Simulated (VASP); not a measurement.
Set up this calculation in VASP 6.6.1, as the native input.

```
Task                   : single point
Functional             : PBEsol
Potentials or basis    : VASP PAW PBE potentials, release 64 (Br)
Cutoff                 : 520 eV
k mesh                 : 14 × 14 × 8
Occupations            : fermi-dirac, width 0.1 eV
Spin                   : no spin polarisation
Dipole correction      : no
Further INCAR settings : ALGO = Normal; EDIFF = 1e-07; NBANDS = 14
```

The structure of Br lies in POSCAR:

```
Br
1.0
    2.9082168249      0.0000000000      0.0000000000
   -1.4541084125      2.5185896501      0.0000000000
    0.0000000000      0.0000000000      4.2493761482
Br
2
Direct
    0.3333333333      0.6666666667      0.2500000000
    0.6666666667      0.3333333333      0.7500000000
```

This cell differs from its parent crystal: volume scaled by 0.6.

These files were run (other wordings do the same):

INCAR

```
SYSTEM = Br
  PREC = Accurate
  ENCUT = 520
  EDIFF = 1E-7
  ISMEAR = -1
  SIGMA = 0.1
  LREAL = .FALSE.
  LASPH = .TRUE.
  NELM = 80
  ALGO = Normal
  ISIF = 2
  LWAVE = .FALSE.
  LCHARG = .FALSE.
  GGA = PS
  NBANDS = 14
```

KPOINTS

```
regular mesh
0
G
  14 14 8
  0 0 0
```

Potentials or basis: VASP PAW PBE potentials, release 64 (Br).

Command:

```console
$ cat potpaw_PBE.64/Br/POTCAR > POTCAR
$ mpirun -np 1 vasp_std > vasp.out
```

It gave:

```
Pressure               : 53.5 GPa
Band gap on the k mesh : zero (band 7 reaches 10.40 eV, above the bottom of band 8 at 5.97 eV)
```

Caveat: the PAW data sets were made with another functional, which shifts forces and pressure a little.

Run time: 17 s on 1 thread of Intel(R) Xeon(R) 6975P-C (Granite Rapids) (shared host), peak memory 0.17 GiB.
